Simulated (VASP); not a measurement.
# Ni (Fm-3m) in VASP: a series of runs

The runs below take Ni through single point, with PBE.

All numbers are computed with VASP 6.6.1; they aren't measurements. Logs are shortened: lines on timing, memory, paths and dates and some standing lists are left out, and cuts for length are marked.

## (1) The cell of the first run

Symmetry: Fm-3m, No. 225, cubic system. Conventional cell: a = 3.514 Å, b = 3.514 Å, c = 3.514 Å, α = 90.00°, β = 90.00°, γ = 90.00°. Within 3.3 Å of Ni (site symmetry m-3m) lie 12 Ni at 2.49 Å.

## (2) Single point, PBE

The input, INCAR:

```
SYSTEM = Ni
  PREC = Accurate
  ENCUT = 520
  EDIFF = 1E-6
  ISMEAR = 0
  SIGMA = 0.1
  LREAL = .False.
  LASPH = .True.
  NELM = 60
  ALGO = Normal
  ISIF = 2
  LWAVE = .False.
  LCHARG = .True.
  GGA = PE
  LELF = .True.
  LVHAR = .True.
  NBANDS = 11
```

The input, KPOINTS:

```
Automatic mesh
0
Gamma
  15 15 15
  0 0 0
```

The input, POSCAR:

```
Ni
1.0
    0.0000000000      1.7572466680      1.7572466680
    1.7572466680      0.0000000000      1.7572466680
    1.7572466680      1.7572466680      0.0000000000
Ni
1
Direct
    0.0000000000      0.0000000000      0.0000000000
```

Potentials or basis: VASP PAW PBE potentials, release 64 (Ni).

The run is started by

```
cat potpaw_PBE.64/Ni/POTCAR > POTCAR
mpirun -np 1 vasp_std > vasp.out
```

OUTCAR:

```text
SYSTEM = Ni
   PREC = Accurate
   ENCUT = 520
   EDIFF = 1E-6
   ISMEAR = 0
   LREAL = .False.
   LASPH = .True.
   NELM = 60
   ISIF = 2
   GGA = PE

 ion  position               nearest neighbor table
   1  0.000  0.000  0.000-

  LATTYP: Found a face centered cubic cell.
 ALAT       =     3.5144933360

  Lattice vectors:

 A1 = (   0.0000000000,   1.7572466680,   1.7572466680)
 A2 = (   1.7572466680,   0.0000000000,   1.7572466680)
 A3 = (   1.7572466680,   1.7572466680,   0.0000000000)

Analysis of symmetry for initial positions (statically):
=====================================================================
 Subroutine PRICEL returns:
 Original cell was already a primitive cell.

 Routine SETGRP: Setting up the symmetry group for a
 face centered cubic supercell.

 Subroutine GETGRP returns: Found 48 space group operations
 (whereof 48 operations were pure point group operations)
 out of a pool of 48 trial point group operations.

The static configuration has the point symmetry O_h .

Analysis of symmetry for dynamics (positions and initial velocities):
=====================================================================
 Subroutine PRICEL returns:
 Original cell was already a primitive cell.

 Routine SETGRP: Setting up the symmetry group for a
 face centered cubic supercell.

 Subroutine GETGRP returns: Found 48 space group operations
 (whereof 48 operations were pure point group operations)
 out of a pool of 48 trial point group operations.

The dynamic configuration has the point symmetry O_h .

 Subroutine INISYM returns: Found 48 space group operations
 (whereof 48 operations are pure point group operations),
 and found     1 'primitive' translations

----------------------------------------------------------------------------------------

                                     Primitive cell

  volume of cell :      10.8525

  direct lattice vectors                    reciprocal lattice vectors
     0.000000000  1.757246668  1.757246668    -0.284536035  0.284536035  0.284536035
     1.757246668  0.000000000  1.757246668     0.284536035 -0.284536035  0.284536035
     1.757246668  1.757246668  0.000000000     0.284536035  0.284536035 -0.284536035

  length of vectors
     2.485122070  2.485122070  2.485122070     0.492830870  0.492830870  0.492830870

  position of ions in fractional coordinates (direct lattice)
     0.000000000  0.000000000  0.000000000

  ion indices of the primitive-cell ions
   primitive index   ion index
                 1           1

[... 73 lines left out ...]
   EDIFFG = 0.1E-04   stopping-criterion for IOM
   NSW    =      0    number of steps for IOM
   IBRION =     -1    ionic relax: 0-MD 1-quasi-New 2-CG
   NFREE  =      0    steps in history (QN), initial steepest desc. (CG)
   ISIF   =      2    stress and relaxation
   ISYM   =      2    0-nonsym 1-usesym 2-fastsym
   POTIM  = 0.5000    time-step for ionic-motion
   TEBEG  =    0.0;   TEEND  =   0.0 temperature during run
   PSTRESS=    0.0 pullay stress
   NELECT =      10.0000    total number of electrons
   NUPDOWN=      -1.0000    fix difference up-down
   EMIN   =  10.00;   EMAX   =-10.00  energy-range for DOS
   EFERMI =   0.00;   METHOD = LEGACY
   ISMEAR =     0;   SIGMA  =   0.10  broadening in eV -4-tet -1-fermi 0-gaus
   EFERMI_NEDOS =   21; number of points for ismear=-14 and -15
   IALGO  =     38    algorithm
   IMIX   =      4    mixing-type and parameters
     AMIX     =   0.40;   BMIX     =  1.00
     AMIX_MAG =   1.60;   BMIX_MAG =  1.00
  volume/ion in A,a.u.               =      10.85        73.24
  Fermi-wavevector in a.u.,A,eV,Ry     =   1.593060  3.010447 34.529407  2.537840
  Thomas-Fermi vector in A             =   2.691349
   LORBIT       =      0    0 simple, 1 ext, 2 COOP (PROOUT), +10 PAW based schemes
   GGA     = PE    functional components
   LHFCALC =     F    Hartree Fock is set to
   AEXX    =    0.0000 exact exchange contribution
   IVDW    =     0    specifies the selected vdW correction
   LEPSILON=     F    determine dielectric tensor
   LRPA    =     F    only Hartree local field effects (RPA)
 non-spin polarized calculation
 Gauss-broadening in eV      SIGMA  =   0.10
  energy-cutoff  :      520.00
  volume of cell :       10.85
 maximum number of plane-waves:       303
   NGX =  9   NGY =  9   NGZ =  9

 number of electron      10.0000013 magnetization

 Free energy of the ion-electron system (eV)
  ---------------------------------------------------
  ext. energy  EPLUGINS =         0.00000000
  ---------------------------------------------------
  free energy    TOTEN  =        -5.42496106 eV

  energy without entropy =       -5.40691625  energy(sigma->0) =       -5.41593866

 E-fermi :   9.2198     XC(G=0): -13.2685

 val. band max:        9.2085244501   @ k =   0.4667   0.0667   0.0000
 cond. band min:       9.2255817941   @ k =  -0.4000   0.4000   0.0000
 fundamental gap:      0.0170573439
 Fermi energy:         9.2198436571

 k-point     1 :       0.0000    0.0000    0.0000
  band No.  band energies     occupation
      1       0.3667      2.00000
      2       7.3697      2.00000
      3       7.3697      2.00000
      4       7.3697      2.00000
      5       8.4709      2.00000
      6       8.4709      2.00000
      7      33.0748      0.00000
      8      37.0287      0.00000
      9      37.0287      0.00000
     10      37.0287      0.00000
     11      40.0402      0.00000
[... 309 lines left out ...]
 k-point    24 :       0.2000    0.1333    0.0000
  band No.  band energies     occupation
      1       1.8734      2.00000
      2       6.8804      2.00000
      3       7.7189      2.00000
      4       7.7560      2.00000
      5       8.1225      2.00000
      6       8.6520      2.00000
      7      29.1695      0.00000
      8      31.7549      0.00000
      9      32.1365      0.00000
     10      34.4295      0.00000
     11      38.9835      0.00000

 [... further k-points ...]
[... 5 lines left out ...]
  --------------------------------------------------------------------------------------
  -------------------------------------------------------------------------------------
  Total       -0.0389680     -0.0389680     -0.0389680      0.0000000      0.0000000      0.0000000
  in kB       -5.7529438     -5.7529438     -5.7529438      0.0000000      0.0000000      0.0000000
  external PRESSURE =      -5.7529438 kB  Pullay stress =       0.0000000 kB

 VOLUME and BASIS-vectors are now :
 -----------------------------------------------------------------------------
  energy-cutoff  :      520.00
  volume of cell :       10.85
      direct lattice vectors                 reciprocal lattice vectors
     0.000000000  1.757246668  1.757246668    -0.284536035  0.284536035  0.284536035
     1.757246668  0.000000000  1.757246668     0.284536035 -0.284536035  0.284536035
     1.757246668  1.757246668  0.000000000     0.284536035  0.284536035 -0.284536035

 POSITION                                       TOTAL-FORCE (eV/Angst)
 -----------------------------------------------------------------------------------
      0.00000      0.00000      0.00000         0.000000      0.000000      0.000000
 -----------------------------------------------------------------------------------
    total drift:                                0.000000     -0.000000      0.000000

  FREE ENERGIE OF THE ION-ELECTRON SYSTEM (eV)
  ---------------------------------------------------
  free  energy   TOTEN  =        -5.4249610628 eV

  energy  without entropy=       -5.4069162477  energy(sigma->0) =       -5.41593866
```

OSZICAR:

```text
N       E                     dE             d eps       ncg     rms          rms(c)
DAV:   1     0.286400137314E+02    0.28640E+02   -0.49497E+03  2726   0.124E+03
DAV:   2    -0.550907972990E+01   -0.34149E+02   -0.32255E+02  2727   0.171E+02
DAV:   3    -0.645883599321E+01   -0.94976E+00   -0.93503E+00  2970   0.329E+01
DAV:   4    -0.646703313894E+01   -0.81971E-02   -0.81946E-02  2996   0.274E+00
DAV:   5    -0.646721067115E+01   -0.17753E-03   -0.17753E-03  3048   0.382E-01    0.971E+00
DAV:   6    -0.578442652909E+01    0.68278E+00   -0.15349E+01  3171   0.546E+01    0.585E+00
DAV:   7    -0.544293979578E+01    0.34149E+00   -0.27320E+00  3150   0.214E+01    0.168E+00
DAV:   8    -0.542683669514E+01    0.16103E-01   -0.22205E-02  3709   0.143E+00    0.485E-01
DAV:   9    -0.542494790230E+01    0.18888E-02   -0.28411E-03  3946   0.389E-01    0.810E-02
DAV:  10    -0.542496363790E+01   -0.15736E-04   -0.20270E-05  2786   0.552E-02    0.330E-02
DAV:  11    -0.542496098576E+01    0.26521E-05   -0.55355E-07  2135   0.102E-02    0.277E-03
DAV:  12    -0.542496106279E+01   -0.77023E-07   -0.51072E-08  1467   0.217E-03
   1 F= -.54249611E+01 E0= -.54159387E+01  d E =-.180448E-01
```

Run time: 29 s. Hardware: 1 thread of AMD EPYC 7R13, shared host; peak memory 0.1 GiB.

What came out:

```
Free energy            : -5.4250 eV
Pressure               : -0.6 GPa
Band gap on the k mesh : zero (band 5 reaches 9.38 eV, above the bottom of band 6 at 8.43 eV)
```

Caveat: the run has no spin polarisation, though such a crystal can be magnetic. Spin polarisation is off, so any magnetic state and its effect on volume and gap are missing.

## (3) Single point, PBE

The input, INCAR:

```
SYSTEM = Ni
ALGO = Normal
EDIFF = 1E-7
ENCUT = 520
GGA = PE
ISIF = 2
ISMEAR = 0
LASPH = .True.
LCHARG = .False.
LREAL = .False.
LWAVE = .False.
NBANDS = 11
NELM = 80
PREC = Accurate
SIGMA = 0.2
```

The input, KPOINTS:

```
k-points
0
Gamma
  15 15 15
  0 0 0
```

POSCAR is that of step 2.

Potentials or basis: VASP PAW PBE potentials, release 64 (Ni).

The run is started by

```
cat potpaw_PBE.64/Ni/POTCAR > POTCAR
mpirun -np 1 vasp_std > vasp.out
```

OUTCAR:

```text
SYSTEM = Ni
   EDIFF = 1E-7
   ENCUT = 520
   GGA = PE
   ISIF = 2
   ISMEAR = 0
   LASPH = .True.
   LREAL = .False.
   NELM = 80
   PREC = Accurate

 ion  position               nearest neighbor table
   1  0.000  0.000  0.000-

  LATTYP: Found a face centered cubic cell.
 ALAT       =     3.5144933360

  Lattice vectors:

 A1 = (   0.0000000000,   1.7572466680,   1.7572466680)
 A2 = (   1.7572466680,   0.0000000000,   1.7572466680)
 A3 = (   1.7572466680,   1.7572466680,   0.0000000000)

Analysis of symmetry for initial positions (statically):
=====================================================================
 Subroutine PRICEL returns:
 Original cell was already a primitive cell.

 Routine SETGRP: Setting up the symmetry group for a
 face centered cubic supercell.

 Subroutine GETGRP returns: Found 48 space group operations
 (whereof 48 operations were pure point group operations)
 out of a pool of 48 trial point group operations.

The static configuration has the point symmetry O_h .

Analysis of symmetry for dynamics (positions and initial velocities):
=====================================================================
 Subroutine PRICEL returns:
 Original cell was already a primitive cell.

 Routine SETGRP: Setting up the symmetry group for a
 face centered cubic supercell.

 Subroutine GETGRP returns: Found 48 space group operations
 (whereof 48 operations were pure point group operations)
 out of a pool of 48 trial point group operations.

The dynamic configuration has the point symmetry O_h .

 Subroutine INISYM returns: Found 48 space group operations
 (whereof 48 operations are pure point group operations),
 and found     1 'primitive' translations

----------------------------------------------------------------------------------------

                                     Primitive cell
[... 106 lines left out ...]
   IALGO  =     38    algorithm
   IMIX   =      4    mixing-type and parameters
     AMIX     =   0.40;   BMIX     =  1.00
     AMIX_MAG =   1.60;   BMIX_MAG =  1.00
  volume/ion in A,a.u.               =      10.85        73.24
  Fermi-wavevector in a.u.,A,eV,Ry     =   1.593060  3.010447 34.529407  2.537840
  Thomas-Fermi vector in A             =   2.691349
   LORBIT       =      0    0 simple, 1 ext, 2 COOP (PROOUT), +10 PAW based schemes
   GGA     = PE    functional components
   LHFCALC =     F    Hartree Fock is set to
   AEXX    =    0.0000 exact exchange contribution
   IVDW    =     0    specifies the selected vdW correction
   LEPSILON=     F    determine dielectric tensor
   LRPA    =     F    only Hartree local field effects (RPA)
 non-spin polarized calculation
 Gauss-broadening in eV      SIGMA  =   0.20
  energy-cutoff  :      520.00
  volume of cell :       10.85
 maximum number of plane-waves:       303
   NGX =  9   NGY =  9   NGZ =  9

 number of electron      10.0000013 magnetization

 Free energy of the ion-electron system (eV)
  ---------------------------------------------------
  ext. energy  EPLUGINS =         0.00000000
  ---------------------------------------------------
  free energy    TOTEN  =        -5.44905408 eV

  energy without entropy =       -5.39034522  energy(sigma->0) =       -5.41969965

 E-fermi :   9.2425     XC(G=0): -13.2687

 val. band max:        9.2362783278   @ k =  -0.4667   0.3333   0.0667
 cond. band min:       9.2522506923   @ k =   0.4667   0.2000   0.0000
 fundamental gap:      0.0159723644
 Fermi energy:         9.2424518357

 k-point     1 :       0.0000    0.0000    0.0000
  band No.  band energies     occupation
      1       0.3668      2.00000
      2       7.3716      2.00000
      3       7.3716      2.00000
      4       7.3716      2.00000
      5       8.4709      2.00000
      6       8.4709      2.00000
      7      33.0760      0.00000
      8      37.0283      0.00000
      9      37.0283      0.00000
     10      37.0283      0.00000
     11      40.0412      0.00000
[... 309 lines left out ...]
 k-point    24 :       0.2000    0.1333    0.0000
  band No.  band energies     occupation
      1       1.8735      2.00000
      2       6.8822      2.00000
      3       7.7204      2.00000
      4       7.7578      2.00000
      5       8.1227      2.00000
      6       8.6520      1.99997
      7      29.1702      0.00000
      8      31.7552      0.00000
      9      32.1368      0.00000
     10      34.4293      0.00000
     11      38.9840      0.00000

 [... further k-points ...]
[... 5 lines left out ...]
  --------------------------------------------------------------------------------------
  -------------------------------------------------------------------------------------
  Total       -0.0138964     -0.0138964     -0.0138964      0.0000000      0.0000000     -0.0000000
  in kB       -2.0515596     -2.0515596     -2.0515596      0.0000000      0.0000000     -0.0000000
  external PRESSURE =      -2.0515596 kB  Pullay stress =       0.0000000 kB

 VOLUME and BASIS-vectors are now :
 -----------------------------------------------------------------------------
  energy-cutoff  :      520.00
  volume of cell :       10.85
      direct lattice vectors                 reciprocal lattice vectors
     0.000000000  1.757246668  1.757246668    -0.284536035  0.284536035  0.284536035
     1.757246668  0.000000000  1.757246668     0.284536035 -0.284536035  0.284536035
     1.757246668  1.757246668  0.000000000     0.284536035  0.284536035 -0.284536035

 POSITION                                       TOTAL-FORCE (eV/Angst)
 -----------------------------------------------------------------------------------
      0.00000      0.00000      0.00000        -0.000000     -0.000000     -0.000000
 -----------------------------------------------------------------------------------
    total drift:                                0.000000     -0.000000      0.000000

  FREE ENERGIE OF THE ION-ELECTRON SYSTEM (eV)
  ---------------------------------------------------
  free  energy   TOTEN  =        -5.4490540804 eV

  energy  without entropy=       -5.3903452229  energy(sigma->0) =       -5.41969965
```

OSZICAR:

```text
N       E                     dE             d eps       ncg     rms          rms(c)
DAV:   1     0.286334030520E+02    0.28633E+02   -0.49497E+03  2726   0.124E+03
DAV:   2    -0.553403236408E+01   -0.34167E+02   -0.32256E+02  2727   0.171E+02
DAV:   3    -0.648386269358E+01   -0.94983E+00   -0.93673E+00  2970   0.329E+01
DAV:   4    -0.649203642276E+01   -0.81737E-02   -0.81709E-02  2996   0.273E+00
DAV:   5    -0.649221356383E+01   -0.17714E-03   -0.17714E-03  3048   0.382E-01    0.973E+00
DAV:   6    -0.580986001071E+01    0.68235E+00   -0.15305E+01  3171   0.546E+01    0.588E+00
DAV:   7    -0.546724955843E+01    0.34261E+00   -0.27418E+00  3150   0.214E+01    0.170E+00
DAV:   8    -0.545092640190E+01    0.16323E-01   -0.22726E-02  3709   0.145E+00    0.486E-01
DAV:   9    -0.544904068385E+01    0.18857E-02   -0.27221E-03  3951   0.379E-01    0.792E-02
DAV:  10    -0.544905639252E+01   -0.15709E-04   -0.19671E-05  2786   0.523E-02    0.348E-02
DAV:  11    -0.544905402595E+01    0.23666E-05   -0.70629E-07  3794   0.116E-02    0.280E-03
DAV:  12    -0.544905408042E+01   -0.54477E-07   -0.10443E-08  1605   0.797E-04
   1 F= -.54490541E+01 E0= -.54196997E+01  d E =-.587089E-01
```

Wall time 30 s (1 thread of AMD EPYC 7R13, shared host); peak memory 0.09 GiB.

What came out:

| Property | Result |
| --- | --- |
| Free energy | -5.4491 eV |
| Pressure | -0.2 GPa |
| Band gap on the k mesh | zero (band 5 reaches 9.38 eV, above the bottom of band 6 at 8.43 eV) |

Caveat: the run has no spin polarisation, though such a crystal can be magnetic. Spin polarisation is off, so any magnetic state and its effect on volume and gap are missing.

## (4) Single point, PBE

The input, INCAR:

```
PREC = Accurate ; ENCUT = 520
EDIFF = 1E-6 ; ISMEAR = 0
SIGMA = 0.3 ; LREAL = F
LASPH = T ; NELM = 100
ALGO = Normal ; ISIF = 2
LWAVE = F ; LCHARG = T
GGA = PE ; LELF = T
LVHAR = T ; NBANDS = 11
```

The input, KPOINTS:

```
regular mesh
0
Gamma
  15 15 15
```

POSCAR is that of step 3.

The run is started by

```
cat potpaw_PBE.64/Ni/POTCAR > POTCAR
mpirun -np 1 vasp_std > vasp.out
```

Wall time 32 s (1 thread of AMD EPYC 7R13, shared host); peak memory 0.1 GiB.

Results (log left out):

```yaml
Free_energy: -5.4826 eV
Pressure: 0.2 GPa
Band_gap_on_the_k_mesh: zero (band 5 reaches 9.38 eV, above the bottom of band 6 at 8.42 eV)
```

Levels at points of the mesh, in eV from the Fermi level:
```tsv
k point	band 2	band 3	band 4	band 5	band 6	band 7	band 8	band 9
(0.00, 0.00, 0.00)	-1.90	-1.90	-1.90	-0.80	-0.80	23.81	27.76	27.76
```

Caveat: the run has no spin polarisation, though such a crystal can be magnetic.

## (5) The runs side by side

| smearing | gap on the mesh (eV) | pressure (GPa) |
| --- | --- | --- |
| gaussian 0.1 eV | none | -0.6 |
| gaussian 0.2 eV | none | -0.2 |
| gaussian 0.3 eV | none | 0.2 |

Alike in all rows: task single point; level PBE; potentials or basis VASP PAW PBE potentials, release 64 (Ni); no spin polarisation; cell as given; k mesh 15 × 15 × 15; cutoff (eV) 520.

Every run on the cell as given and a fine mesh finds a metal.

Caveats: the run has no spin polarisation, though such a crystal can be magnetic.

Total energies depend on the potentials used, so only differences within one code and one set of settings carry meaning.
